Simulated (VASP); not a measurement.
# Ti8Al23 (a cell with a defect) in VASP: single point with PBE

Aim: the single point of Ti8Al23 (a cell with a defect) with PBE.

Everything below comes from runs of VASP 6.6.1. Logs are shortened: lines on timing, memory, paths and dates and some standing lists are left out, and cuts for length are marked.

### 1 The cell of the first run

The cell holds a defect, 31 atoms: a = 7.690 Å, b = 7.690 Å, c = 8.624 Å, α = 90.00°, β = 90.00°, γ = 90.00°.

### 2 Single point, PBE

INCAR

```
  ALGO = Normal
  EDIFF = 1E-6
  ENCUT = 520
  GGA = PE
  ISIF = 2
  ISMEAR = 1
  LASPH = True
  LCHARG = True
  LELF = True
  LREAL = Auto
  LVHAR = True
  LWAVE = False
  NBANDS = 104
  NELM = 80
  PREC = Accurate
  SIGMA = 0.1
```

KPOINTS

```
k-points
0
Gamma
  2 2 2
```

POSCAR

```
Ti8Al23
1.0
    7.6895028900      0.0000000000      0.0000000000
    0.0000000000      7.6895028900      0.0000000000
    0.0000000000      0.0000000000      8.6237151300
Ti Al
8 23
Direct
    0.0002043045      0.0007330773     -0.0001324255
    0.2497360398      0.2498651769      0.4990240210
    0.0003112035      0.4984838493     -0.0002349335
    0.2514093600      0.7497471660      0.5009066203
    0.5001644521     -0.0011243900      0.0015016730
    0.7511740463      0.2498031443      0.4991697818
    0.5002509336      0.5005270243      0.0013642612
    0.7493489608      0.7498123198      0.5009647159
    0.0004287663     -0.0015153125      0.4999840481
    0.2512034949      0.2496691955      0.0059858192
    0.0005499705      0.2497784353      0.2520700147
    0.2505198356     -0.0000007803      0.7503492291
    0.0003627023      0.2497571075      0.7531393259
    0.2509032154      0.0001881786      0.2503358434
    0.0004047076      0.5011355162      0.5000573343
    0.2488668029      0.7497381928      0.0007390086
    0.0004071785      0.7496885146      0.2504420621
    0.2506169810      0.4994984793      0.7503008741
    0.0002576239      0.7497199861      0.7504270378
    0.2508162137      0.4995001699      0.2502516569
    0.5004389822      0.0007079781      0.4947787509
    0.7492251557      0.2496525494      0.0062398861
    0.7499826819      0.0002075557      0.7503382130
    0.5002453416      0.2497075594      0.7502922931
    0.7501488825      0.0001061187      0.2504332492
    0.5005298854      0.4989464280      0.4948688513
    0.7515973507      0.7496068449      0.0005414140
    0.5004737049      0.7496991785      0.2485355752
    0.7499079046      0.4994650571      0.7503861042
    0.5002952798      0.7498380692      0.7476702213
    0.7500560287      0.4993698624      0.2501755876
```

Potentials or basis: VASP PAW PBE potentials, release 64 (Ti_sv, Al).

On the command line:

```console
$ cat potpaw_PBE.64/Ti_sv/POTCAR potpaw_PBE.64/Al/POTCAR > POTCAR
$ mpirun -np 1 vasp_std > vasp.out
```

OUTCAR:

```text
EDIFF = 1E-6
   ENCUT = 520
   GGA = PE
   ISIF = 2
   ISMEAR = 1
   LASPH = True
   LREAL = Auto
   NELM = 80
   PREC = Accurate

 ion  position               nearest neighbor table
   1  0.000  0.001  1.000-  16 2.72  27 2.72  22 2.72  10 2.72  13 2.86  23 2.89  12 2.89  19 2.89
                            25 2.89  14 2.90  17 2.90  11 2.90
   2  0.250  0.250  0.499-  21 2.72  26 2.72  15 2.72   9 2.72  11 2.86  14 2.88  20 2.88  18 2.89
                            12 2.90  24 2.90  13 2.91
   3  0.000  0.498  1.000-  10 2.72  16 2.72  27 2.72  22 2.72  13 2.86  29 2.89  18 2.89  19 2.89
                            31 2.89  20 2.89  11 2.90  17 2.90
   4  0.251  0.750  0.501-  15 2.72   9 2.72  26 2.72  21 2.72  30 2.86  18 2.89  12 2.89  19 2.89
                            20 2.89  14 2.89  17 2.90  28 2.90
   5  0.500  0.999  0.002-  10 2.72  22 2.72  16 2.72  27 2.72  28 2.87  14 2.88  25 2.88  12 2.89
                            23 2.90  24 2.90  30 2.91
   6  0.751  0.250  0.499-  26 2.72  21 2.72  15 2.72   9 2.72  11 2.87  25 2.88  31 2.88  23 2.89
                            29 2.89  24 2.90  13 2.91
   7  0.500  0.501  0.001-  22 2.72  10 2.72  27 2.72  16 2.72  28 2.87  20 2.88  31 2.88  29 2.89
                            18 2.89  24 2.90  30 2.91
   8  0.749  0.750  0.501-  15 2.72   9 2.72  26 2.72  21 2.72  30 2.86  23 2.89  29 2.89  19 2.89
                            25 2.89  31 2.90  17 2.90  28 2.90
   9  0.000  0.998  0.500-   4 2.72   8 2.72   6 2.72   2 2.72  17 2.88  11 2.88  19 2.89  25 2.89
[... 31 lines left out ...]
  25  0.750  0.000  0.250-  11 2.72  28 2.72  17 2.72  22 2.85  21 2.85   6 2.88   5 2.88   9 2.89
                            27 2.89   1 2.89   8 2.89
  26  0.501  0.499  0.495-   8 2.72   6 2.72   2 2.72   4 2.72  31 2.85  20 2.85  28 2.87  30 2.91
                            24 2.92  29 2.92  18 2.92
  27  0.752  0.750  0.001-   1 2.72   3 2.72   7 2.72   5 2.72  28 2.88  17 2.88  19 2.88  31 2.89
                            29 2.89  25 2.89  23 2.89  30 2.91
  28  0.500  0.750  0.249-  20 2.72  31 2.72  14 2.72  25 2.72   5 2.87   7 2.87  26 2.87  21 2.87
                            27 2.88  16 2.88   8 2.90   4 2.90
  29  0.750  0.499  0.750-  24 2.72  30 2.72  13 2.72  19 2.72   8 2.89   3 2.89  27 2.89   7 2.89
                            15 2.89   6 2.89  26 2.92  22 2.93
  30  0.500  0.750  0.748-  12 2.72  29 2.72  18 2.72  23 2.72   4 2.86   8 2.86   5 2.91   7 2.91
                            26 2.91  21 2.91  27 2.91  16 2.92
  31  0.750  0.499  0.250-  28 2.72  11 2.72  17 2.72  22 2.85  26 2.85   6 2.88   7 2.88  27 2.89
                            15 2.89   3 2.89   8 2.90

  LATTYP: Found a simple tetragonal cell.
 ALAT       =     7.6895028900
 C/A-ratio  =     1.1214918901

  Lattice vectors:

 A1 = (   7.6895028900,   0.0000000000,   0.0000000000)
 A2 = (   0.0000000000,   7.6895028900,   0.0000000000)
 A3 = (   0.0000000000,   0.0000000000,   8.6237151300)

Analysis of symmetry for initial positions (statically):
=====================================================================
 Subroutine PRICEL returns:
[... 180 lines left out ...]
   EFERMI_NEDOS =   21; number of points for ismear=-14 and -15
   IALGO  =     38    algorithm
   IMIX   =      4    mixing-type and parameters
     AMIX     =   0.40;   BMIX     =  1.00
     AMIX_MAG =   1.60;   BMIX_MAG =  1.00
  volume/ion in A,a.u.               =      16.45       111.00
  Fermi-wavevector in a.u.,A,eV,Ry     =   1.123930  2.123919 17.187126  1.263218
  Thomas-Fermi vector in A             =   2.260599
   LORBIT       =      0    0 simple, 1 ext, 2 COOP (PROOUT), +10 PAW based schemes
   GGA     = PE    functional components
   LHFCALC =     F    Hartree Fock is set to
   AEXX    =    0.0000 exact exchange contribution
   IVDW    =     0    specifies the selected vdW correction
   LEPSILON=     F    determine dielectric tensor
   LRPA    =     F    only Hartree local field effects (RPA)
 non-spin polarized calculation
 Methfessel and Paxton  Order N= 1 SIGMA  =   0.10
  energy-cutoff  :      520.00
  volume of cell :      509.91
 maximum number of plane-waves:     13800
 NGX is ok and might be reduce to    60
   NGX = 29   NGY = 29   NGZ = 33

 number of electron     165.0000043 magnetization

 Free energy of the ion-electron system (eV)
  ---------------------------------------------------
  ext. energy  EPLUGINS =         0.00000000
  ---------------------------------------------------
  free energy    TOTEN  =      -158.90504727 eV

  energy without entropy =     -158.91832139  energy(sigma->0) =     -158.90947198

 E-fermi :   7.7506     XC(G=0): -10.5760

 val. band max:        7.7331982453   @ k =   0.5000   0.0000   0.5000
 cond. band min:       7.7756884115   @ k =   0.0000   0.5000   0.0000
 fundamental gap:      0.0424901662
 Fermi energy:         7.7505796175

 k-point     1 :       0.0000    0.0000    0.0000
  band No.  band energies     occupation
      1     -48.8156      2.00000
      2     -48.8146      2.00000
      3     -48.8145      2.00000
      4     -48.8135      2.00000
      5     -48.6561      2.00000
      6     -48.6560      2.00000
[... 765 lines left out ...]
     93       9.4593     -0.00000
     94       9.4601     -0.00000
 [bands above 94 left out]

------------------------ aborting loop because EDIFF is reached ----------------------------------------

  FORCE on cell =-STRESS in cart. coord.  units (eV):
  Direction    XX          YY          ZZ          XY          YZ          ZX
  --------------------------------------------------------------------------------------
  -------------------------------------------------------------------------------------
  Total       -0.5301291     -0.5190801     -3.3979832      0.0008189      0.0033617      0.0247267
  in kB       -1.6657172     -1.6310002    -10.6767944      0.0025730      0.0105628      0.0776936
  external PRESSURE =      -4.6578373 kB  Pullay stress =       0.0000000 kB

 VOLUME and BASIS-vectors are now :
 -----------------------------------------------------------------------------
  energy-cutoff  :      520.00
  volume of cell :      509.91
      direct lattice vectors                 reciprocal lattice vectors
     7.689502890  0.000000000  0.000000000     0.130047418  0.000000000  0.000000000
     0.000000000  7.689502890  0.000000000     0.000000000  0.130047418  0.000000000
     0.000000000  0.000000000  8.623715130     0.000000000  0.000000000  0.115959303

 POSITION                                       TOTAL-FORCE (eV/Angst)
 -----------------------------------------------------------------------------------
      0.00157      0.00564      8.62257         0.010192      0.001525     -0.001471
      1.92035      1.92134      4.30344        -0.015294     -0.006003      0.010492
      0.00239      3.83309      8.62169        -0.003348      0.012183      0.010144
      1.93321      5.76518      4.31968         0.000200      0.005137     -0.005158
      3.84602      7.68086      0.01295         0.010479     -0.002907     -0.005527
      5.77615      1.92086      4.30470         0.010004      0.002508      0.006945
[... 23 lines left out ...]
      3.84702      5.76588      6.44769        -0.001763      0.000128     -0.014190
      5.76756      3.83991      2.15744        -0.001270     -0.001731      0.009515
 -----------------------------------------------------------------------------------
    total drift:                                0.008168     -0.007152     -0.018745

  FREE ENERGIE OF THE ION-ELECTRON SYSTEM (eV)
  ---------------------------------------------------
  free  energy   TOTEN  =      -158.9050472714 eV

  energy  without entropy=     -158.9183213930  energy(sigma->0) =     -158.90947198
```

Run time: 14 min. Hardware: 1 thread of Intel Xeon Platinum 8259CL at 2.50GHz (Skylake/Cascade Lake), shared host; peak memory 0.64 GiB.

What came out:

- Free energy: -158.9050 eV
- Pressure: -0.5 GPa
- Largest force: 0.019 eV/Å
- Band gap on the k mesh: zero (an odd number of electrons rules out a gap without spin polarisation)

Forces on the atoms (eV/Å):
```
Ti   0.010  0.002 -0.001
Ti  -0.015 -0.006  0.010
Ti  -0.003  0.012  0.010
Ti   0.000  0.005 -0.005
Ti   0.010 -0.003 -0.006
Ti   0.010  0.003  0.007
Ti   0.000  0.011  0.009
Ti  -0.001 -0.007 -0.009
Al   0.001  0.000  0.009
Al   0.007  0.000 -0.007
Al  -0.006  0.002 -0.013
Al   0.005  0.003 -0.002
Al  -0.002  0.000  0.010
Al  -0.003 -0.007  0.000
Al  -0.002 -0.001  0.006
Al   0.000 -0.002 -0.010
Al  -0.001  0.003 -0.006
Al   0.004 -0.005  0.000
Al   0.000  0.002 -0.006
Al   0.001 -0.004  0.004
Al  -0.002  0.003  0.005
Al  -0.004  0.000 -0.012
Al   0.002 -0.004  0.001
Al   0.000  0.002  0.002
Al  -0.005 -0.004 -0.006
Al  -0.006 -0.005  0.002
Al   0.003  0.005 -0.004
Al  -0.002  0.004  0.018
Al   0.004 -0.008 -0.003
Al  -0.002  0.000 -0.014
Al  -0.001 -0.002  0.010
```

Levels at points of the mesh, in eV from the Fermi level:
| k point | band 78 | band 79 | band 80 | band 81 | band 82 | band 83 | band 84 | band 85 | band 86 | band 87 |
| --- | --- | --- | --- | --- | --- | --- | --- | --- | --- | --- |
| (0.00, 0.00, 0.00) | -0.70 | -0.41 | -0.41 | -0.22 | 0.18 | 0.29 | 0.40 | 0.56 | 0.56 | 0.80 |
| (0.50, 0.00, 0.00) | -0.66 | -0.61 | -0.33 | -0.26 | -0.22 | -0.21 | 0.03 | 0.19 | 0.42 | 0.82 |
| (0.00, 0.50, 0.00) | -0.66 | -0.61 | -0.33 | -0.26 | -0.22 | -0.21 | 0.03 | 0.19 | 0.42 | 0.82 |
| (0.50, 0.50, 0.00) | -0.18 | -0.18 | -0.17 | -0.16 | -0.09 | -0.09 | 0.42 | 0.43 | 0.45 | 0.55 |
| (0.00, 0.00, 0.50) | -0.16 | -0.13 | -0.08 | -0.08 | 0.22 | 0.55 | 0.58 | 0.68 | 0.68 | 0.94 |
| (0.50, 0.00, 0.50) | -0.25 | -0.25 | -0.21 | -0.21 | -0.02 | 0.17 | 0.24 | 0.29 | 0.34 | 0.35 |
| (0.00, 0.50, 0.50) | -0.25 | -0.25 | -0.21 | -0.21 | -0.02 | 0.17 | 0.24 | 0.29 | 0.34 | 0.35 |
| (0.50, 0.50, 0.50) | -0.55 | -0.55 | -0.42 | -0.19 | -0.19 | -0.18 | -0.11 | -0.08 | 0.15 | 0.15 |

Caveat: the k points lie up to 0.41 Å⁻¹ apart, too coarse for converged energies and pressures of a metal.

The gap in the log of VASP goes by the Fermi energy; the results here count the filled bands.